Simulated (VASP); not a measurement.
# NbSi (Fm-3m) in VASP: settings compared, part 2 of 2

VASP 6.6.1.

### Step 3. Relaxation of cell and atoms, PBEsol+D3(BJ)

INCAR

```
SYSTEM = NbSi
ALGO = Normal
EDIFF = 1E-6
EDIFFG = -0.01
ENCUT = 600
GGA = PS
IBRION = 2
ISIF = 3
ISMEAR = -1
IVDW = 12
LASPH = .TRUE.
LCHARG = .FALSE.
LREAL = .FALSE.
LWAVE = .FALSE.
NELM = 80
NSW = 60
PREC = Accurate
SIGMA = 0.05
```

KPOINTS

```
k-points
0
G
  9 9 9
  0 0 0
```

POSCAR

```
NbSi
1.0
    0.0000000000      2.5738300000      2.5738300000
    2.5738300000      0.0000000000      2.5738300000
    2.5738300000      2.5738300000      0.0000000000
Nb Si
1 1
Direct
    0.0000000000      0.0000000000      0.0000000000
    0.5000000000      0.5000000000      0.5000000000
```

Potentials or basis: VASP PAW PBE potentials, release 64 (Nb_sv, Si).

On the command line:

```
$ cat potpaw_PBE.64/Nb_sv/POTCAR potpaw_PBE.64/Si/POTCAR > POTCAR
$ mpirun -np 1 vasp_std > vasp.out
```

OUTCAR:

```text
SYSTEM = NbSi
   EDIFF = 1E-6
   EDIFFG = -0.01
   ENCUT = 600
   GGA = PS
   IBRION = 2
   ISIF = 3
   ISMEAR = -1
   IVDW = 12
   LASPH = .TRUE.
   LREAL = .FALSE.
   NELM = 80
   NSW = 60
   PREC = Accurate
 IVDW          = 12

 ion  position               nearest neighbor table
   1  0.000  0.000  0.000-   2 2.57   2 2.57   2 2.57   2 2.57   2 2.57   2 2.57
   2  0.500  0.500  0.500-   1 2.57   1 2.57   1 2.57   1 2.57   1 2.57   1 2.57

  LATTYP: Found a face centered cubic cell.
 ALAT       =     5.1476600000

  Lattice vectors:

 A1 = (   0.0000000000,   2.5738300000,   2.5738300000)
 A2 = (   2.5738300000,   0.0000000000,   2.5738300000)
 A3 = (   2.5738300000,   2.5738300000,   0.0000000000)

Analysis of symmetry for initial positions (statically):
=====================================================================
 Subroutine PRICEL returns:
 Original cell was already a primitive cell.

 Routine SETGRP: Setting up the symmetry group for a
 face centered cubic supercell.

 Subroutine GETGRP returns: Found 48 space group operations
 (whereof 48 operations were pure point group operations)
 out of a pool of 48 trial point group operations.

The static configuration has the point symmetry O_h .

Analysis of symmetry for dynamics (positions and initial velocities):
=====================================================================
 Subroutine PRICEL returns:
 Original cell was already a primitive cell.

 Routine SETGRP: Setting up the symmetry group for a
 face centered cubic supercell.

 Subroutine GETGRP returns: Found 48 space group operations
 (whereof 48 operations were pure point group operations)
 out of a pool of 48 trial point group operations.

The dynamic configuration has the point symmetry O_h .

 Subroutine INISYM returns: Found 48 space group operations
 (whereof 48 operations are pure point group operations),
 and found     1 'primitive' translations

----------------------------------------------------------------------------------------

                                     Primitive cell

  volume of cell :      34.1012

[... 104 lines left out ...]
   EFERMI_NEDOS =   21; number of points for ismear=-14 and -15
   IALGO  =     38    algorithm
   IMIX   =      4    mixing-type and parameters
     AMIX     =   0.40;   BMIX     =  1.00
     AMIX_MAG =   1.60;   BMIX_MAG =  1.00
  volume/ion in A,a.u.               =      17.05       115.06
  Fermi-wavevector in a.u.,A,eV,Ry     =   1.298079  2.453015 22.925957  1.685010
  Thomas-Fermi vector in A             =   2.429431
   LORBIT       =      0    0 simple, 1 ext, 2 COOP (PROOUT), +10 PAW based schemes
   GGA     = PS    functional components
   LHFCALC =     F    Hartree Fock is set to
   AEXX    =    0.0000 exact exchange contribution
   IVDW    =    12    specifies the selected vdW correction
   LEPSILON=     F    determine dielectric tensor
   LRPA    =     F    only Hartree local field effects (RPA)
 conjugate gradient relaxation of ions
 non-spin polarized calculation
  energy-cutoff  :      600.00
  volume of cell :       34.10
 maximum number of plane-waves:      1153
 NGX is ok and might be reduce to    30
   NGX = 15   NGY = 15   NGZ = 15

--------------------------------------- Ionic step        1  -------------------------------------------

 number of electron      17.0000000 magnetization

 Free energy of the ion-electron system (eV)
  ---------------------------------------------------
  ext. energy  EPLUGINS =         0.00000000
  ---------------------------------------------------
  free energy    TOTEN  =       -17.22328403 eV

  energy without entropy =      -17.21281826  energy(sigma->0) =      -17.21805115

------------------------ aborting loop because EDIFF is reached ----------------------------------------

 Edisp (eV)   -1.05623

 E8    (eV) :    -0.7191
[... 111 lines left out ...]
--------------------------------------- Ionic step        4  -------------------------------------------

 number of electron      17.0000000 magnetization

 Free energy of the ion-electron system (eV)
  ---------------------------------------------------
  ext. energy  EPLUGINS =         0.00000000
  ---------------------------------------------------
  free energy    TOTEN  =       -17.21767352 eV

  energy without entropy =      -17.20640094  energy(sigma->0) =      -17.21203723

 E-fermi :  10.9615     XC(G=0): -11.9913

 val. band max:       10.9611213490   @ k =   0.4444   0.4444   0.0000
 cond. band min:      11.0649407953   @ k =   0.3333   0.3333   0.0000
 fundamental gap:      0.1038194463
 Fermi energy:        10.9614560561

 k-point     1 :       0.0000    0.0000    0.0000
  band No.  band energies     occupation
      1     -44.0603      2.00000
      2     -20.1166      2.00000
      3     -20.1166      2.00000
      4     -20.1166      2.00000
      5      -0.0002      2.00000
      6       9.5741      2.00000
      7       9.5741      2.00000
      8       9.5741      2.00000
      9      10.2176      2.00000
     10      10.2176      2.00000
     11      13.6043      0.00000
     12      13.6043      0.00000
[... 331 lines left out ...]
 k-point    24 :       0.4444    0.4444    0.0000
  band No.  band energies     occupation
      1     -44.0301      2.00000
      2     -20.3536      2.00000
      3     -20.2109      2.00000
      4     -20.2109      2.00000
      5       2.3357      2.00000
      6       7.2604      2.00000
      7       7.5180      2.00000
      8      10.9611      1.00335
      9      10.9611      1.00335
     10      11.3533      0.00079
     11      13.3545      0.00000
     12      13.3545      0.00000

 [... further k-points ...]

------------------------ aborting loop because EDIFF is reached ----------------------------------------

 Edisp (eV)   -1.12711

 E8    (eV) :    -0.7677
[... 25 lines left out ...]
  FREE ENERGIE OF THE ION-ELECTRON SYSTEM (eV)
  ---------------------------------------------------
  free  energy   TOTEN  =       -18.3447854295 eV

  energy  without entropy=      -18.3335128461  energy(sigma->0) =      -18.33914914

 reached required accuracy - stopping structural energy minimisation
```

OSZICAR:

```text
N       E                     dE             d eps       ncg     rms          rms(c)
DAV:   1     0.146967719891E+03    0.14697E+03   -0.93142E+03   840   0.148E+03
DAV:   2    -0.863967886997E+01   -0.15561E+03   -0.14955E+03   944   0.475E+02
DAV:   3    -0.179418642814E+02   -0.93022E+01   -0.87960E+01  1296   0.873E+01
[... 35 lines left out ...]
DAV:   2    -0.172177012026E+02    0.20798E-03   -0.90937E-04  1276   0.422E-01    0.433E-02
DAV:   3    -0.172176685889E+02    0.32614E-04   -0.77550E-05  1432   0.906E-02    0.144E-02
DAV:   4    -0.172176686664E+02   -0.77528E-07   -0.20612E-05  1436   0.338E-02    0.869E-03
DAV:   5    -0.172176728566E+02   -0.41902E-05   -0.77390E-06  1480   0.279E-02    0.560E-03
DAV:   6    -0.172176735225E+02   -0.66592E-06   -0.61716E-07   556   0.832E-03
   4 F= -.18344785E+02 E0= -.18339149E+02  d E =-.652664E-01
```

CONTCAR:

```text
NbSi
   1.00000000000000
     0.0000000000000000    2.5204724218350125    2.5204724218350125
     2.5204724218350125   -0.0000000000000000    2.5204724218350125
     2.5204724218350125    2.5204724218350125    0.0000000000000000
  Nb              Si
     1     1
Direct
     1.0000000000000000    1.0000000000000000    0.0000000000000000
     0.5000000000000000    0.5000000000000000    0.5000000000000000

  0.00000000E+00  0.00000000E+00  0.00000000E+00
  0.00000000E+00  0.00000000E+00  0.00000000E+00
```

Wall time 85 s (1 thread of Intel Xeon 8259CL, shared host); peak memory 0.2 GiB.

Results:

| Quantity | Value |
| --- | --- |
| Free energy | -18.3448 eV |
| Relaxed volume | 16.01 Å³/atom |
| Relaxed cell | a = 3.564 Å, b = 3.564 Å, c = 3.564 Å, α = 60.00°, β = 60.00°, γ = 60.00° |
| Space group after relaxing (to 0.1 Å) | Fm-3m (No. 225) |
| Energy gained by relaxing | 32.6 meV/atom |
| Ionic steps | 4 |
| Pressure after relaxing | 0.0 GPa |
| Band gap on the k mesh | zero (an odd number of electrons rules out a gap without spin polarisation) |
| Dispersion energy per atom | -0.564 eV |

Step by step:
```tsv
step	energy change (eV)	largest force (eV/Å)	pressure (GPa)	volume (Å³)
1	0.0000	0.0000	-9.59	34.10
2	0.0755	0.0000	17.88	29.31
3	-0.0652	0.0000	-0.24	32.07
4	-0.0653	0.0000	-0.02	32.02
```

Final structure:
```yaml
crystal:
  lattice:
    - [0.00000, 2.52047, 2.52047]
    - [2.52047, 0.00000, 2.52047]
    - [2.52047, 2.52047, 0.00000]
  atoms:
    - { symbol: Nb, position: [0.00000, 0.00000, 0.00000] }
    - { symbol: Si, position: [0.50000, 0.50000, 0.50000] }
```

Levels at points of the mesh, in eV from the Fermi level:
```csv
k point,band 5,band 6,band 7,band 8,band 9,band 10,band 11,band 12
"(0.00, 0.00, 0.00)",-10.96,-1.39,-1.39,-1.39,-0.74,-0.74,2.64,2.64
```

Caveat: the PAW data sets were made with another functional, which shifts forces and pressure a little.

### Step 4. Relaxation of cell and atoms, PBEsol+D4

INCAR

```
PREC = Accurate ; ENCUT = 600
EDIFF = 1E-6 ; ISMEAR = -1
SIGMA = 0.05 ; LREAL = F
LASPH = T ; NELM = 60
ALGO = Normal ; ISIF = 3
LWAVE = F ; LCHARG = F
GGA = PS ; IVDW = 13
IBRION = 2 ; NSW = 60
EDIFFG = -0.01
```

KPOINTS

```
Automatic mesh
0
Gamma
  9 9 9
```

POSCAR is that of step 3.

On the command line:

```
$ cat potpaw_PBE.64/Nb_sv/POTCAR potpaw_PBE.64/Si/POTCAR > POTCAR
$ mpirun -np 1 vasp_std > vasp.out
```

It took 84 s on 1 thread of Intel Xeon 8259CL, shared host; peak memory 0.19 GiB.

The run converged. Its results:

```yaml
Free_energy: -17.6844 eV
Relaxed_volume: 16.34 Å³/atom
Relaxed_cell: a = 3.589 Å, b = 3.589 Å, c = 3.589 Å, α = 60.00°, β = 60.00°, γ = 60.00°
Space_group_after_relaxing_to_0.1_Å: Fm-3m (No. 225)
Energy_gained_by_relaxing: 14.5 meV/atom
Ionic_steps: 4
Pressure_after_relaxing: 0.0 GPa
Band_gap_on_the_k_mesh: zero (an odd number of electrons rules out a gap without spin polarisation)
Dispersion_energy_per_atom: -0.225 eV
```

The path:
| step | energy change (eV) | largest force (eV/Å) | pressure (GPa) | volume (Å³) |
| --- | --- | --- | --- | --- |
| 1 | 0.0000 | 0.0000 | -6.44 | 34.10 |
| 2 | 0.0310 | 0.0000 | 10.82 | 30.83 |
| 3 | -0.0290 | 0.0000 | -0.11 | 32.72 |
| 4 | -0.0290 | 0.0000 | 0.04 | 32.69 |

Final structure:
```
Nb Si
1.0
     0.00000    2.53781    2.53781
     2.53781    0.00000    2.53781
     2.53781    2.53781    0.00000
Nb Si
1 1
Direct
  0.00000 0.00000 0.00000
  0.50000 0.50000 0.50000
```

Levels at points of the mesh, in eV from the Fermi level:
| k point | band 6 | band 7 | band 8 | band 9 | band 10 | band 11 | band 12 |
| --- | --- | --- | --- | --- | --- | --- | --- |
| (0.00, 0.00, 0.00) | -1.34 | -1.34 | -1.34 | -0.72 | -0.72 | 2.59 | 2.59 |

Caveat: the PAW data sets were made with another functional, which shifts forces and pressure a little.

### Step 5. Single point, LDA+U

INCAR

```
ALGO     = Normal         # electronic algorithm
EDIFF    = 1E-6           # SCF threshold, eV
ENCUT    = 520            # plane-wave cutoff, eV
GGA      = CA             # functional
ISIF     = 2              # what is computed and relaxed
ISMEAR   = -1             # smearing method
LASPH    = T              # aspherical terms in the spheres
LCHARG   = T              # write CHGCAR
LDAU     = T              # DFT+U
LDAUJ    = 0 0          
LDAUL    = 2 -1           # shell
LDAUPRINT= 1            
LDAUTYPE = 2            
LDAUU    = 1 0            # U, eV
LELF     = T              # ELF
LMAXMIX  = 4              # l up to which the mixer works
LREAL    = F              # projectors in reciprocal space
LVHAR    = T            
LWAVE    = F              # write WAVECAR
NBANDS   = 16             # bands
NELM     = 150            # most SCF steps
PREC     = Accurate       # precision mode
SIGMA    = 0.05           # smearing width, eV
```

KPOINTS

```
k-points
0
Gamma
  9 9 9
```

POSCAR is that of step 4.

Potentials or basis: VASP PAW LDA potentials, release 64 (Nb_sv, Si).

On the command line:

```
$ cat potpaw_LDA.64/Nb_sv/POTCAR potpaw_LDA.64/Si/POTCAR > POTCAR
$ mpirun -np 1 vasp_std > vasp.out
```

It took 26 s on 1 thread of AMD EPYC 7R13, shared host; peak memory 0.12 GiB.

The run converged. Its results:

```
Free energy            : -16.7831 eV
Pressure               : -6.0 GPa
Band gap on the k mesh : zero (an odd number of electrons rules out a gap without spin polarisation)
```

Levels at points of the mesh, in eV from the Fermi level:
| k point | band 6 | band 7 | band 8 | band 9 | band 10 | band 11 | band 12 | band 13 |
| --- | --- | --- | --- | --- | --- | --- | --- | --- |
| (0.00, 0.00, 0.00) | -1.21 | -1.21 | -1.21 | -0.70 | -0.70 | 2.39 | 2.39 | 2.39 |

Eigenvalues of the final occupation matrices:
| site | spin | trace | eigenvalues |
| --- | --- | --- | --- |
| site 1 d | 1 | 1.26 | 0.20 0.20 0.20 0.32 0.32 |
| site 1 d | 2 | 1.26 | 0.20 0.20 0.20 0.32 0.32 |

Caveat: the cell stands under tension; U without spin polarisation on a metal has little footing; the U is typed as a test and isn't derived for this compound.

### Step 6. Summary

| task | level | potentials or basis | U | cell | cutoff (eV) | gap on the mesh (eV) | pressure (GPa) | relaxed volume (Å³/atom) |
| --- | --- | --- | --- | --- | --- | --- | --- | --- |
| relaxation of cell and atoms | PBEsol | VASP PAW PBE potentials, release 64 (Nb_sv, Si) | - | relaxed | 600 | none | 0.0 | 16.57 |
| relaxation of cell and atoms | PBEsol+D3(BJ) | VASP PAW PBE potentials, release 64 (Nb_sv, Si) | - | relaxed | 600 | none | 0.0 | 16.01 |
| relaxation of cell and atoms | PBEsol+D4 | VASP PAW PBE potentials, release 64 (Nb_sv, Si) | - | relaxed | 600 | none | 0.0 | 16.34 |
| single point | LDA+U | VASP PAW LDA potentials, release 64 (Nb_sv, Si) | Nb d U = 1.0 eV | as given | 520 | none | -6.0 | - |

Alike in all rows: no spin polarisation; k mesh 9 × 9 × 9; smearing fermi-dirac 0.05 eV.

Caveats: the PAW data sets were made with another functional, which shifts forces and pressure a little (at least some runs); the cell stands under tension (at least some runs); U without spin polarisation on a metal has little footing (at least some runs); the U is typed as a test and isn't derived for this compound (at least some runs).

Absolute energies hang on the potentials; compare differences alone.
